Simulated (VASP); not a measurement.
# BaTiO3 (P4/mmm) in VASP: single point with r2SCAN

Aim: the single point of BaTiO3 with r2SCAN.

Program: VASP 6.6.1. These are calculated values, not measurements. Logs are shortened: lines on timing, memory, paths and dates and some standing lists are left out, and cuts for length are marked.

## (1) The cell of the first run

The structure is tetragonal, space group P4/mmm (No. 123). The conventional cell has a = 3.994 Å, b = 3.994 Å, c = 4.233 Å, α = 90.00°, β = 90.00°, γ = 90.00°. Within 3.7 Å of Ba (site symmetry 4/mmm) lie 12 O at 2.82 to 2.91 Å and 8 Ti at 3.53 Å. Ti (site symmetry 4/mmm) has 6 O at 2.00 to 2.12 Å within 2.6 Å. O (site symmetry 4/mmm) has 2 Ti at 2.12 Å and 4 Ba at 2.82 Å and 8 O at 2.91 Å within 3.0 Å. O (site symmetry mmm) has 2 Ti at 2.00 Å within 2.6 Å.

## (2) Single point, r2SCAN (uniaxial x strain +6.0%)

POSCAR reads:

```
BaTiO3
1.0
    4.2333423023      0.0000000000      0.0000000000
    0.0000000000      3.9940959546      0.0000000000
    0.0000000000      0.0000000000      3.9940959546
Ba Ti O
1 1 3
Direct
    0.5000000000      0.5000000000      0.5000000000
    0.0000000000      0.0000000000      0.0000000000
    0.5000000000      0.0000000000      0.0000000000
    0.0000000000      0.5000000000      0.0000000000
    0.0000000000      0.0000000000      0.5000000000
```

INCAR.step1 reads:

```
SYSTEM = BaTiO3
  ALGO = Normal
  EDIFF = 1E-5
  ENCUT = 910
  GGA = PE
  GGA_COMPAT = .FALSE.
  ISMEAR = 0
  LASPH = .TRUE.
  LCHARG = .FALSE.
  LREAL = .FALSE.
  LWAVE = .TRUE.
  NBANDS = 28
  NELM = 120
  PREC = Accurate
  SIGMA = 0.01
```

INCAR.step2 reads:

```
SYSTEM = BaTiO3
  ALGO = Normal
  EDIFF = 1E-6
  ENCUT = 910
  GGA_COMPAT = .FALSE.
  ISIF = 2
  ISMEAR = 0
  ISTART = 1
  LASPH = .TRUE.
  LCHARG = .TRUE.
  LELF = .TRUE.
  LMIXTAU = .TRUE.
  LREAL = .FALSE.
  LVHAR = .TRUE.
  LWAVE = .FALSE.
  METAGGA = R2SCAN
  NBANDS = 28
  NELM = 120
  PREC = Accurate
  SIGMA = 0.01
```

KPOINTS reads:

```
k-points
0
G
  6 6 6
  0 0 0
```

Potentials or basis: VASP PAW PBE potentials, release 64 (Ba_sv, Ti_sv, O_h).

The run is started by

```console
$ cat potpaw_PBE.64/Ba_sv/POTCAR potpaw_PBE.64/Ti_sv/POTCAR potpaw_PBE.64/O_h/POTCAR > POTCAR
$ cp INCAR.step1 INCAR
$ mpirun -np 1 vasp_std > vasp.out
$ cp INCAR.step2 INCAR
$ mpirun -np 1 vasp_std > vasp.out
```

OUTCAR:

```text
SYSTEM = BaTiO3
   EDIFF = 1E-6
   ENCUT = 910
   ISIF = 2
   ISMEAR = 0
   ISTART = 1
   LASPH = .TRUE.
   LREAL = .FALSE.
   METAGGA = R2SCAN
   NELM = 120
   PREC = Accurate

 ion  position               nearest neighbor table
   1  0.500  0.500  0.500-   3 2.82   3 2.82   3 2.82   3 2.82   4 2.91   5 2.91   5 2.91   4 2.91
                             4 2.91   5 2.91   4 2.91   5 2.91   2 3.53   2 3.53   2 3.53   2 3.53
   2  0.000  0.000  0.000-   4 2.00   5 2.00   5 2.00   4 2.00   3 2.12   3 2.12   1 3.53   1 3.53
                             1 3.53   1 3.53   1 3.53   1 3.53   1 3.53   1 3.53
   3  0.500  0.000  0.000-   2 2.12   2 2.12   1 2.82   1 2.82   1 2.82   1 2.82
   4  0.000  0.500  0.000-   2 2.00   2 2.00   1 2.91   1 2.91   1 2.91   1 2.91
   5  0.000  0.000  0.500-   2 2.00   2 2.00   1 2.91   1 2.91   1 2.91   1 2.91

  LATTYP: Found a simple tetragonal cell.
 ALAT       =     3.9940959546
 C/A-ratio  =     1.0599000000

  Lattice vectors:

 A1 = (   0.0000000000,   3.9940959546,   0.0000000000)
 A2 = (   0.0000000000,   0.0000000000,   3.9940959546)
 A3 = (   4.2333423023,   0.0000000000,   0.0000000000)

Analysis of symmetry for initial positions (statically):
=====================================================================
 Subroutine PRICEL returns:
 Original cell was already a primitive cell.

 Routine SETGRP: Setting up the symmetry group for a
 simple tetragonal supercell.

 Subroutine GETGRP returns: Found 16 space group operations
 (whereof 16 operations were pure point group operations)
 out of a pool of 16 trial point group operations.

The static configuration has the point symmetry D_4h.

Analysis of symmetry for dynamics (positions and initial velocities):
=====================================================================
 Subroutine PRICEL returns:
 Original cell was already a primitive cell.

 Routine SETGRP: Setting up the symmetry group for a
 simple tetragonal supercell.

 Subroutine GETGRP returns: Found 16 space group operations
 (whereof 16 operations were pure point group operations)
 out of a pool of 16 trial point group operations.

The dynamic configuration has the point symmetry D_4h.

 Subroutine INISYM returns: Found 16 space group operations
 (whereof 16 operations are pure point group operations),
 and found     1 'primitive' translations

----------------------------------------------------------------------------------------

                                     Primitive cell

  volume of cell :      67.5337

  direct lattice vectors                    reciprocal lattice vectors
     4.233342302  0.000000000  0.000000000     0.236219972  0.000000000  0.000000000
     0.000000000  3.994095955  0.000000000     0.000000000  0.250369548  0.000000000
     0.000000000  0.000000000  3.994095955     0.000000000  0.000000000  0.250369548

  length of vectors
     4.233342302  3.994095955  3.994095955     0.236219972  0.250369548  0.250369548

  position of ions in fractional coordinates (direct lattice)
     0.500000000  0.500000000  0.500000000
     0.000000000  0.000000000  0.000000000
     0.500000000  0.000000000  0.000000000
     0.000000000  0.500000000  0.000000000
     0.000000000  0.000000000  0.500000000

  ion indices of the primitive-cell ions
   primitive index   ion index
                 1           1
                 2           2
                 3           3
                 4           4
                 5           5

----------------------------------------------------------------------------------------

 KPOINTS: k-points

Automatic generation of k-mesh.
 Grid dimensions read from file:
 generate k-points for:    6    6    6

 Generating k-lattice:

  Cartesian coordinates                     Fractional coordinates (reciprocal lattice)
     0.039369995  0.000000000  0.000000000     0.166666667  0.000000000  0.000000000
     0.000000000  0.041728258  0.000000000     0.000000000  0.166666667  0.000000000
     0.000000000  0.000000000  0.041728258     0.000000000  0.000000000  0.166666667

  Length of vectors
     0.039369995  0.041728258  0.041728258

  Shift w.r.t. Gamma in fractional coordinates (k-lattice)
     0.000000000  0.000000000  0.000000000

 Subroutine IBZKPT returns following result:
 ===========================================

 Found     40 irreducible k-points:

 Following reciprocal coordinates:
            Coordinates               Weight
  0.000000  0.000000  0.000000      1.000000
  0.166667  0.000000  0.000000      2.000000
  0.333333  0.000000  0.000000      2.000000
  0.500000  0.000000  0.000000      1.000000
  0.000000  0.166667  0.000000      4.000000
  0.166667  0.166667  0.000000      8.000000
[... 16 lines left out ...]
  0.333333  0.333333  0.166667     16.000000
  0.500000  0.333333  0.166667      8.000000
 [... further k-points ...]
   k-points           NKPTS =     40   k-points in BZ     NKDIM =     40   number of bands    NBANDS=     28
   number of dos      NEDOS =    301   number of ions     NIONS =      5
   total plane-waves  NPLWV =  67200
   dimension x,y,z NGX =    42 NGY =   40 NGZ =   40
   dimension x,y,z NGXF=    84 NGYF=   80 NGZF=   80
   ions per type =               1   1   3
   NGX,Y,Z   is equivalent  to a cutoff of  16.49, 16.65, 16.65 a.u.
   NGXF,Y,Z  is equivalent  to a cutoff of  32.99, 33.30, 33.30 a.u.
 SYSTEM =  BaTiO3
   PREC   = accura    normal or accurate (medium, high low for compatibility)
   ISTART =      1    job   : 0-new  1-cont  2-samecut
   ICHARG =      0    charge: 1-file 2-atom 10-const
   ISPIN  =      1    spin polarized calculation?
   LNONCOLLINEAR =      F non collinear calculations
   LSORBIT =      F    spin-orbit coupling
   LASPH  =      T    aspherical Exc in radial PAW
   ENCUT  =  910.0 eV  66.88 Ry    8.18 a.u.  10.41  9.82  9.82*2*pi/ulx,y,z
   NELM   =    120;   NELMIN=  2; NELMDL=  0     # of ELM steps
   EDIFF  = 0.1E-05   stopping-criterion for ELM
   LREAL  =      F    real-space projection
   EDIFFG = 0.1E-04   stopping-criterion for IOM
   NSW    =      0    number of steps for IOM
   IBRION =     -1    ionic relax: 0-MD 1-quasi-New 2-CG
   NFREE  =      0    steps in history (QN), initial steepest desc. (CG)
   ISIF   =      2    stress and relaxation
   ISYM   =      2    0-nonsym 1-usesym 2-fastsym
   POTIM  = 0.5000    time-step for ionic-motion
   TEBEG  =    0.0;   TEEND  =   0.0 temperature during run
   PSTRESS=    0.0 pullay stress
   NELECT =      40.0000    total number of electrons
   NUPDOWN=      -1.0000    fix difference up-down
   EMIN   =  10.00;   EMAX   =-10.00  energy-range for DOS
   EFERMI =   0.00;   METHOD = LEGACY
   ISMEAR =     0;   SIGMA  =   0.01  broadening in eV -4-tet -1-fermi 0-gaus
   EFERMI_NEDOS =   21; number of points for ismear=-14 and -15
   IALGO  =     38    algorithm
   IMIX   =      4    mixing-type and parameters
     AMIX     =   0.40;   BMIX     =  1.00
     AMIX_MAG =   1.60;   BMIX_MAG =  1.00
  volume/ion in A,a.u.               =      13.51        91.15
  Fermi-wavevector in a.u.,A,eV,Ry     =   1.374848  2.598086 25.717830  1.890207
  Thomas-Fermi vector in A             =   2.500237
   LORBIT       =      0    0 simple, 1 ext, 2 COOP (PROOUT), +10 PAW based schemes
   METAGGA = R2SCAN    functional components
   LHFCALC =     F    Hartree Fock is set to
   AEXX    =    0.0000 exact exchange contribution
   IVDW    =     0    specifies the selected vdW correction
   LEPSILON=     F    determine dielectric tensor
   LRPA    =     F    only Hartree local field effects (RPA)
 non-spin polarized calculation
 Gauss-broadening in eV      SIGMA  =   0.01
  energy-cutoff  :      910.00
  volume of cell :       67.53
 maximum number of plane-waves:      4240
 NGX is ok and might be reduce to    42
   NGX = 21   NGY = 19   NGZ = 19

 number of electron      40.0000007 magnetization

 Free energy of the ion-electron system (eV)
  ---------------------------------------------------
  ext. energy  EPLUGINS =         0.00000000
  ---------------------------------------------------
  free energy    TOTEN  =       -74.12153251 eV

  energy without entropy =      -74.12153251  energy(sigma->0) =      -74.12153251

 E-fermi :   3.6505     XC(G=0): -11.6282

 val. band max:        3.5462397938   @ k =   0.5000   0.5000   0.5000
 cond. band min:       5.4670784068   @ k =   0.0000   0.0000   0.0000
 fundamental gap:      1.9208386130
 Fermi energy:         3.6504929327

 k-point     1 :       0.0000    0.0000    0.0000
  band No.  band energies     occupation
      1     -55.6282      2.00000
      2     -30.7634      2.00000
      3     -30.7634      2.00000
      4     -30.7583      2.00000
      5     -22.1223      2.00000
      6     -14.3511      2.00000
[... 20 lines left out ...]
     27       9.3114      0.00000
     28      11.2274      0.00000

 k-point     2 :       0.1667    0.0000    0.0000
  band No.  band energies     occupation
      1     -55.6281      2.00000
      2     -30.7649      2.00000
      3     -30.7631      2.00000
      4     -30.7631      2.00000
      5     -22.1041      2.00000
      6     -14.3997      2.00000
[... 20 lines left out ...]
     27       9.7343      0.00000
     28      11.7881      0.00000

 k-point     3 :       0.3333    0.0000    0.0000
  band No.  band energies     occupation
      1     -55.6279      2.00000
      2     -30.7781      2.00000
      3     -30.7627      2.00000
      4     -30.7627      2.00000
      5     -22.0672      2.00000
      6     -14.5110      2.00000
[... 20 lines left out ...]
     27      10.6950      0.00000
     28      12.4252      0.00000

 k-point     4 :       0.5000    0.0000    0.0000
  band No.  band energies     occupation
      1     -55.6278      2.00000
      2     -30.7847      2.00000
      3     -30.7625      2.00000
      4     -30.7625      2.00000
      5     -22.0485      2.00000
      6     -14.5710      2.00000
[... 578 lines left out ...]
     27      11.4482      0.00000
     28      12.3891      0.00000

 k-point    23 :       0.3333    0.3333    0.1667
  band No.  band energies     occupation
      1     -55.6268      2.00000
      2     -30.8043      2.00000
      3     -30.7757      2.00000
      4     -30.7753      2.00000
      5     -21.9825      2.00000
      6     -14.1017      2.00000
[... 20 lines left out ...]
     27      12.0296      0.00000
     28      12.2077      0.00000

 k-point    24 :       0.5000    0.3333    0.1667
  band No.  band energies     occupation
      1     -55.6267      2.00000
      2     -30.8039      2.00000
      3     -30.7820      2.00000
      4     -30.7751      2.00000
      5     -21.9704      2.00000
      6     -14.0783      2.00000
[... 20 lines left out ...]
     27      11.8202      0.00000
     28      12.6004      0.00000

 [... further k-points ...]

------------------------ aborting loop because EDIFF is reached ----------------------------------------

  FORCE on cell =-STRESS in cart. coord.  units (eV):
  Direction    XX          YY          ZZ          XY          YZ          ZX
  --------------------------------------------------------------------------------------
  -------------------------------------------------------------------------------------
  Total       -5.4077306     -1.7963135     -1.7963135      0.0000000      0.0000000     -0.0000000
  in kB     -128.2936788    -42.6159660    -42.6159660      0.0000000      0.0000000     -0.0000000
  external PRESSURE =     -71.1752036 kB  Pullay stress =       0.0000000 kB

 VOLUME and BASIS-vectors are now :
 -----------------------------------------------------------------------------
  energy-cutoff  :      910.00
  volume of cell :       67.53
      direct lattice vectors                 reciprocal lattice vectors
     4.233342302  0.000000000  0.000000000     0.236219972  0.000000000  0.000000000
     0.000000000  3.994095955  0.000000000     0.000000000  0.250369548  0.000000000
     0.000000000  0.000000000  3.994095955     0.000000000  0.000000000  0.250369548

 POSITION                                       TOTAL-FORCE (eV/Angst)
 -----------------------------------------------------------------------------------
      2.11667      1.99705      1.99705         0.000000      0.000000      0.000000
      0.00000      0.00000      0.00000         0.000000      0.000000      0.000000
      2.11667      0.00000      0.00000         0.000000      0.000000      0.000000
      0.00000      1.99705      0.00000         0.000000      0.000000      0.000000
      0.00000      0.00000      1.99705         0.000000      0.000000      0.000000
 -----------------------------------------------------------------------------------
    total drift:                                0.000000      0.000000     -0.000000

  FREE ENERGIE OF THE ION-ELECTRON SYSTEM (eV)
  ---------------------------------------------------
  free  energy   TOTEN  =       -74.1215325135 eV

  energy  without entropy=      -74.1215325135  energy(sigma->0) =      -74.12153251
```

Wall time 5.9 min (1 thread of AMD EPYC 9R45 (Zen 5), shared host); peak memory 0.36 GiB.

What came out:

- Free energy: -74.1215 eV
- Pressure: -7.1 GPa
- Band gap on the k mesh: 1.92 eV (least direct gap 2.16 eV)

Caveat: the cell differs from its parent crystal (uniaxial x strain +6.0%); the cutoff is under 1.25 times the usual one of these potentials, so pressure, stress and relaxed cells hold a basis-set (Pulay) error; the cell stands under tension; the PAW data sets were made with another functional, which shifts forces and pressure a little; spin-orbit coupling is left out, which moves the levels of the heavy elements. A k mesh can miss the band edges.
